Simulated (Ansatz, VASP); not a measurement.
One calculation of Sb, two programs

```
CELL_PARAMETERS angstrom
5.46518 0.00000 0.00000
-2.73259 4.73298 0.00000
0.00000 0.00000 3.25860
ATOMIC_POSITIONS crystal
Sb 0.00000 0.00000 0.00000
Sb 0.33333 0.66667 0.50000
Sb 0.66667 0.33333 0.50000
```

Alike in both runs: functional revPBE; k mesh 7 × 7 × 10; occupations fermi-dirac, width 0.1 eV; no spin polarisation.

Ansatz relaxed the structure, and its values are those at the end. VASP's run is a single point on that final structure, the one shown.

```csv
,VASP,Ansatz
version,VASP 6.6.1,Ansatz 0.2.0
potentials or method,"VASP PAW PBE potentials, release 64 (Sb), cutoff 520 eV","plane waves (420 eV) with PAW, scalar-relativistic"
valence electrons in the cell,15,45
```

```csv
,VASP,Ansatz,Ansatz less VASP
pressure (GPa),-0.2,0.0,+0.16
```

VASP's potentials were made for PBE, not for revPBE. VASP's potentials hold 15 valence electrons a cell and Ansatz's 45, so a difference there can come from the potentials and not from the codes.

Neither program's run includes spin-orbit coupling.
